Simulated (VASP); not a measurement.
# Rb (I4/mmm) in VASP: notebook

Rb is run at these levels: PBE; tasks: single point.

Program: VASP 6.6.1. These are calculated values, not measurements. Logs are shortened: lines on timing, memory, paths and dates and some standing lists are left out, and cuts for length are marked.

## Step 1: The cell of the first run

Symmetry: I4/mmm, No. 139, tetragonal system. Conventional cell: a = 5.331 Å, b = 5.331 Å, c = 5.472 Å, α = 90.00°, β = 90.00°, γ = 90.00°.

## Step 2: Single point, PBE (strain -0.050 along x and y, -0.025 along z)

Contents of INCAR:

```
PREC = Accurate
ENCUT = 520
EDIFF = 1E-7
ISMEAR = 0
SIGMA = 0.15
LREAL = False
LASPH = True
NELM = 100
ALGO = Fast
ISIF = 2
LWAVE = False
LCHARG = True
GGA = PE
LELF = True
LVHAR = True
NBANDS = 10
```

Contents of KPOINTS:

```
regular mesh
0
Gamma
  12 12 12
```

Contents of POSCAR:

```
Rb
1.0
   -2.6657000000      2.6657000000      2.7358500000
    2.6657000000     -2.6657000000      2.7358500000
    2.6657000000      2.6657000000     -2.7358500000
Rb
1
Direct
    0.0000000000      0.0000000000      0.0000000000
```

Potentials or basis: VASP PAW PBE potentials, release 64 (Rb_sv).

Run with:

```sh
$ cat potpaw_PBE.64/Rb_sv/POTCAR > POTCAR
$ mpirun -np 1 vasp_std > vasp.out
```

OUTCAR:

```text
PREC = Accurate
   ENCUT = 520
   EDIFF = 1E-7
   ISMEAR = 0
   LREAL = False
   LASPH = True
   NELM = 100
   ISIF = 2
   GGA = PE

 ion  position               nearest neighbor table
   1  0.000  0.000  0.000-

  LATTYP: Found a body centered tetragonal cell.
 ALAT       =     5.3314000000
 C/A-ratio  =     1.0263157895

  Lattice vectors:

 A1 = (  -2.6657000000,   2.6657000000,   2.7358500000)
 A2 = (   2.6657000000,  -2.6657000000,   2.7358500000)
 A3 = (   2.6657000000,   2.6657000000,  -2.7358500000)

Analysis of symmetry for initial positions (statically):
=====================================================================
 Subroutine PRICEL returns:
 Original cell was already a primitive cell.

 Routine SETGRP: Setting up the symmetry group for a
 body centered tetragonal supercell.

 Subroutine GETGRP returns: Found 16 space group operations
 (whereof 16 operations were pure point group operations)
 out of a pool of 16 trial point group operations.

The static configuration has the point symmetry D_4h.

Analysis of symmetry for dynamics (positions and initial velocities):
=====================================================================
 Subroutine PRICEL returns:
 Original cell was already a primitive cell.

 Routine SETGRP: Setting up the symmetry group for a
 body centered tetragonal supercell.

 Subroutine GETGRP returns: Found 16 space group operations
 (whereof 16 operations were pure point group operations)
 out of a pool of 16 trial point group operations.

The dynamic configuration has the point symmetry D_4h.

 Subroutine INISYM returns: Found 16 space group operations
 (whereof 16 operations are pure point group operations),
 and found     1 'primitive' translations

----------------------------------------------------------------------------------------

                                     Primitive cell

  volume of cell :      77.7633

  direct lattice vectors                    reciprocal lattice vectors
    -2.665700000  2.665700000  2.735850000     0.000000000  0.187567993  0.182758558
     2.665700000 -2.665700000  2.735850000     0.187567993  0.000000000  0.182758558
     2.665700000  2.665700000 -2.735850000     0.187567993  0.187567993  0.000000000

  length of vectors
     4.657981129  4.657981129  4.657981129     0.261882498  0.261882498  0.265261200

  position of ions in fractional coordinates (direct lattice)
     0.000000000  0.000000000  0.000000000

  ion indices of the primitive-cell ions
   primitive index   ion index
                 1           1

----------------------------------------------------------------------------------------

 KPOINTS: regular mesh

Automatic generation of k-mesh.
 Grid dimensions read from file:
 generate k-points for:   12   12   12

 Generating k-lattice:

  Cartesian coordinates                     Fractional coordinates (reciprocal lattice)
     0.000000000  0.015630666  0.015229880     0.083333333  0.000000000 -0.000000000
     0.015630666  0.000000000  0.015229880     0.000000000  0.083333333 -0.000000000
     0.015630666  0.015630666  0.000000000     0.000000000  0.000000000  0.083333333

  Length of vectors
     0.021823541  0.021823541  0.022105100

  Shift w.r.t. Gamma in fractional coordinates (k-lattice)
     0.000000000  0.000000000  0.000000000

 Subroutine IBZKPT returns following result:
 ===========================================

 Found    163 irreducible k-points:

 Following reciprocal coordinates:
            Coordinates               Weight
  0.000000  0.000000  0.000000      1.000000
  0.083333  0.000000 -0.000000      8.000000
  0.166667  0.000000 -0.000000      8.000000
  0.250000  0.000000  0.000000      8.000000
  0.333333  0.000000 -0.000000      8.000000
  0.416667  0.000000  0.000000      8.000000
[... 16 lines left out ...]
  0.500000  0.166667  0.000000     16.000000
 -0.416667  0.166667  0.000000     16.000000
 [... further k-points ...]
   k-points           NKPTS =    163   k-points in BZ     NKDIM =    163   number of bands    NBANDS=     10
   number of dos      NEDOS =    301   number of ions     NIONS =      1
   total plane-waves  NPLWV =  46656
   dimension x,y,z NGX =    36 NGY =   36 NGZ =   36
   dimension x,y,z NGXF=    72 NGYF=   72 NGZF=   72
   ions per type =               1
   NGX,Y,Z   is equivalent  to a cutoff of  12.85, 12.85, 12.85 a.u.
   NGXF,Y,Z  is equivalent  to a cutoff of  25.70, 25.70, 25.70 a.u.
 SYSTEM =  unknown system
   PREC   = accura    normal or accurate (medium, high low for compatibility)
   ISTART =      0    job   : 0-new  1-cont  2-samecut
   ICHARG =      2    charge: 1-file 2-atom 10-const
   ISPIN  =      1    spin polarized calculation?
   LNONCOLLINEAR =      F non collinear calculations
   LSORBIT =      F    spin-orbit coupling
   LASPH  =      T    aspherical Exc in radial PAW
   ENCUT  =  520.0 eV  38.22 Ry    6.18 a.u.   8.66  8.66  8.66*2*pi/ulx,y,z
   NELM   =    100;   NELMIN=  2; NELMDL= -5     # of ELM steps
   EDIFF  = 0.1E-06   stopping-criterion for ELM
   LREAL  =      F    real-space projection
   EDIFFG = 0.1E-05   stopping-criterion for IOM
   NSW    =      0    number of steps for IOM
   IBRION =     -1    ionic relax: 0-MD 1-quasi-New 2-CG
   NFREE  =      0    steps in history (QN), initial steepest desc. (CG)
   ISIF   =      2    stress and relaxation
   ISYM   =      2    0-nonsym 1-usesym 2-fastsym
   POTIM  = 0.5000    time-step for ionic-motion
   TEBEG  =    0.0;   TEEND  =   0.0 temperature during run
   PSTRESS=    0.0 pullay stress
   NELECT =       9.0000    total number of electrons
   NUPDOWN=      -1.0000    fix difference up-down
   EMIN   =  10.00;   EMAX   =-10.00  energy-range for DOS
   EFERMI =   0.00;   METHOD = LEGACY
   ISMEAR =     0;   SIGMA  =   0.15  broadening in eV -4-tet -1-fermi 0-gaus
   EFERMI_NEDOS =   21; number of points for ismear=-14 and -15
   IALGO  =     68    algorithm
   IMIX   =      4    mixing-type and parameters
     AMIX     =   0.40;   BMIX     =  1.00
     AMIX_MAG =   1.60;   BMIX_MAG =  1.00
  volume/ion in A,a.u.               =      77.76       524.77
  Fermi-wavevector in a.u.,A,eV,Ry     =   0.797806  1.507635  8.660036  0.636495
  Thomas-Fermi vector in A             =   1.904595
   LORBIT       =      0    0 simple, 1 ext, 2 COOP (PROOUT), +10 PAW based schemes
   GGA     = PE    functional components
   LHFCALC =     F    Hartree Fock is set to
   AEXX    =    0.0000 exact exchange contribution
   IVDW    =     0    specifies the selected vdW correction
   LEPSILON=     F    determine dielectric tensor
   LRPA    =     F    only Hartree local field effects (RPA)
 non-spin polarized calculation
 RMM-DIIS sequential band-by-band and
 Gauss-broadening in eV      SIGMA  =   0.15
  energy-cutoff  :      520.00
  volume of cell :       77.76
 maximum number of plane-waves:      2119
   NGX = 17   NGY = 17   NGZ = 17

 number of electron       9.0000000 magnetization

 Free energy of the ion-electron system (eV)
  ---------------------------------------------------
  ext. energy  EPLUGINS =         0.00000000
  ---------------------------------------------------
  free energy    TOTEN  =        -0.91855672 eV

  energy without entropy =       -0.90736816  energy(sigma->0) =       -0.91296244

 E-fermi :   0.3958     XC(G=0):  -5.8601

 val. band max:        0.3758329941   @ k =   0.5000   0.3333   0.0833
 cond. band min:       0.4025477965   @ k =   0.3333   0.1667  -0.0000
 fundamental gap:      0.0267148024
 Fermi energy:         0.3957818555

 k-point     1 :       0.0000    0.0000    0.0000
  band No.  band energies     occupation
      1     -28.4396      2.00000
      2     -12.4605      2.00000
      3     -12.4605      2.00000
      4     -12.4603      2.00000
      5      -1.7910      2.00000
      6       4.1696      0.00000
      7       4.1696      0.00000
      8       4.3135      0.00000
      9       5.1617      0.00000
     10       5.3653      0.00000

 k-point     2 :       0.0833    0.0000   -0.0000
  band No.  band energies     occupation
      1     -28.4390      2.00000
      2     -12.4718      2.00000
      3     -12.4640      2.00000
      4     -12.4604      2.00000
      5      -1.6966      2.00000
      6       4.0415      0.00000
      7       4.0978      0.00000
      8       4.3507      0.00000
      9       4.9956      0.00000
     10       5.2961      0.00000

 k-point     3 :       0.1667    0.0000   -0.0000
  band No.  band energies     occupation
      1     -28.4374      2.00000
      2     -12.5026      2.00000
      3     -12.4735      2.00000
      4     -12.4603      2.00000
      5      -1.4212      2.00000
      6       3.5608      0.00000
      7       3.8260      0.00000
      8       4.6074      0.00000
      9       4.9176      0.00000
     10       5.2205      0.00000

 k-point     4 :       0.2500    0.0000    0.0000
  band No.  band energies     occupation
      1     -28.4352      2.00000
      2     -12.5438      2.00000
      3     -12.4865      2.00000
      4     -12.4603      2.00000
      5      -0.9876      2.00000
      6       2.9142      0.00000
      7       3.5192      0.00000
      8       5.0277      0.00000
      9       5.0485      0.00000
     10       5.2180      0.00000

 k-point     5 :       0.3333    0.0000   -0.0000
  band No.  band energies     occupation
      1     -28.4330      2.00000
      2     -12.5843      2.00000
      3     -12.4994      2.00000
      4     -12.4602      2.00000
      5      -0.4349      2.00000
      6       2.2766      0.00000
      7       3.2667      0.00000
      8       5.0984      0.00000
      9       5.3386      0.00000
     10       5.6495      0.00000

 k-point     6 :       0.4167    0.0000    0.0000
  band No.  band energies     occupation
      1     -28.4314      2.00000
      2     -12.6134      2.00000
      3     -12.5087      2.00000
      4     -12.4602      2.00000
      5       0.1702      1.96660
      6       1.6781      0.00000
      7       3.1053      0.00000
      8       5.0150      0.00000
      9       5.5910      0.00000
     10       6.5191      0.00000
[... 183 lines left out ...]
 k-point    21 :       0.3333    0.1667   -0.0000
  band No.  band energies     occupation
      1     -28.4308      2.00000
      2     -12.6027      2.00000
      3     -12.5221      2.00000
      4     -12.4724      2.00000
      5       0.4025      0.94914
      6       1.7729      0.00000
      7       2.7370      0.00000
      8       4.7996      0.00000
      9       5.5434      0.00000
     10       6.0820      0.00000

 k-point    22 :       0.4167    0.1667    0.0000
  band No.  band energies     occupation
      1     -28.4302      2.00000
      2     -12.6095      2.00000
      3     -12.5273      2.00000
      4     -12.4731      2.00000
      5       0.8736      0.00001
      6       1.3392      0.00000
      7       2.6802      0.00000
      8       4.6889      0.00000
      9       5.8167      0.00000
     10       5.9940      0.00000

 k-point    23 :       0.5000    0.1667    0.0000
  band No.  band energies     occupation
      1     -28.4307      2.00000
      2     -12.6035      2.00000
      3     -12.5216      2.00000
      4     -12.4733      2.00000
      5       0.4338      0.71972
      6       1.7416      0.00000
      7       2.7412      0.00000
      8       4.7871      0.00000
      9       5.5741      0.00000
     10       6.0940      0.00000

 k-point    24 :      -0.4167    0.1667    0.0000
  band No.  band energies     occupation
      1     -28.4321      2.00000
      2     -12.5854      2.00000
      3     -12.5073      2.00000
      4     -12.4729      2.00000
      5      -0.1746      2.00000
      6       2.2817      0.00000
      7       2.9035      0.00000
      8       4.8787      0.00000
      9       5.4113      0.00000
     10       5.8865      0.00000

 [... further k-points ...]

------------------------ aborting loop because EDIFF is reached ----------------------------------------

  FORCE on cell =-STRESS in cart. coord.  units (eV):
  Direction    XX          YY          ZZ          XY          YZ          ZX
  --------------------------------------------------------------------------------------
  -------------------------------------------------------------------------------------
  Total        0.2910799      0.2910799      0.2869203      0.0000000      0.0000000      0.0000000
  in kB        5.9971923      5.9971923      5.9114913      0.0000000      0.0000000      0.0000000
  external PRESSURE =       5.9686253 kB  Pullay stress =       0.0000000 kB

 VOLUME and BASIS-vectors are now :
 -----------------------------------------------------------------------------
  energy-cutoff  :      520.00
  volume of cell :       77.76
      direct lattice vectors                 reciprocal lattice vectors
    -2.665700000  2.665700000  2.735850000     0.000000000  0.187567993  0.182758558
     2.665700000 -2.665700000  2.735850000     0.187567993  0.000000000  0.182758558
     2.665700000  2.665700000 -2.735850000     0.187567993  0.187567993  0.000000000

 POSITION                                       TOTAL-FORCE (eV/Angst)
 -----------------------------------------------------------------------------------
      0.00000      0.00000      0.00000         0.000000     -0.000000     -0.000000
 -----------------------------------------------------------------------------------
    total drift:                               -0.000000      0.000000      0.000000

  FREE ENERGIE OF THE ION-ELECTRON SYSTEM (eV)
  ---------------------------------------------------
  free  energy   TOTEN  =        -0.9185567204 eV

  energy  without entropy=       -0.9073681560  energy(sigma->0) =       -0.91296244
```

Wall time 2.1 min (1 thread of Intel Xeon 6975P-C (Granite Rapids), shared host); peak memory 0.27 GiB.

Results:

```
Free energy            : -0.9186 eV
Pressure               : 0.6 GPa
Band gap on the k mesh : zero (an odd number of electrons rules out a gap without spin polarisation)
```

Caveat: the cell differs from its parent crystal (strain -0.050 along x and y, -0.025 along z).

## Step 3: Single point, PBE (strain -0.025 along x and y, -0.050 along z)

Contents of INCAR:

```
SYSTEM = Rb
PREC = Accurate ; ENCUT = 520
EDIFF = 1E-6 ; ISMEAR = 0
SIGMA = 0.15 ; LREAL = .FALSE.
LASPH = .TRUE. ; NELM = 60
ALGO = Fast ; ISIF = 2
LWAVE = .FALSE. ; LCHARG = .TRUE.
GGA = PE ; LELF = .TRUE.
LVHAR = .TRUE. ; NBANDS = 10
```

Contents of KPOINTS:

```
Automatic mesh
0
G
  12 12 12
  0 0 0
```

Contents of POSCAR:

```
Rb
1.0
   -2.7358500000      2.7358500000      2.6657000000
    2.7358500000     -2.7358500000      2.6657000000
    2.7358500000      2.7358500000     -2.6657000000
Rb
1
Direct
    0.0000000000      0.0000000000      0.0000000000
```

Potentials or basis: VASP PAW PBE potentials, release 64 (Rb_sv).

Run with:

```sh
$ cat potpaw_PBE.64/Rb_sv/POTCAR > POTCAR
$ mpirun -np 1 vasp_std > vasp.out
```

Run time: 80 s. Hardware: 1 thread of Intel Xeon 6975P-C (Granite Rapids), shared host; peak memory 0.28 GiB.

It converged, with:

```
Free energy            : -0.9254 eV
Pressure               : 0.5 GPa
Band gap on the k mesh : zero (an odd number of electrons rules out a gap without spin polarisation)
```

Levels at points of the mesh, in eV from the Fermi level:
```tsv
k point	band 1	band 2	band 3	band 4	band 5	band 6	band 7	band 8	band 9	band 10
(0.00, 0.00, 0.00)	-28.84	-12.87	-12.87	-12.87	-2.15	3.70	3.85	3.85	4.72	4.93
(0.50, 0.00, 0.00)	-28.84	-13.02	-12.92	-12.87	0.22	0.91	2.55	4.57	5.49	5.56
(0.50, 0.50, 0.00)	-28.84	-13.02	-12.92	-12.87	0.18	0.85	2.71	4.46	5.44	5.61
(0.50, 0.50, 0.50)	-28.83	-12.98	-12.98	-12.97	1.12	1.20	3.52	3.52	3.80	5.55
```

Caveat: the cell differs from its parent crystal (strain -0.025 along x and y, -0.050 along z).
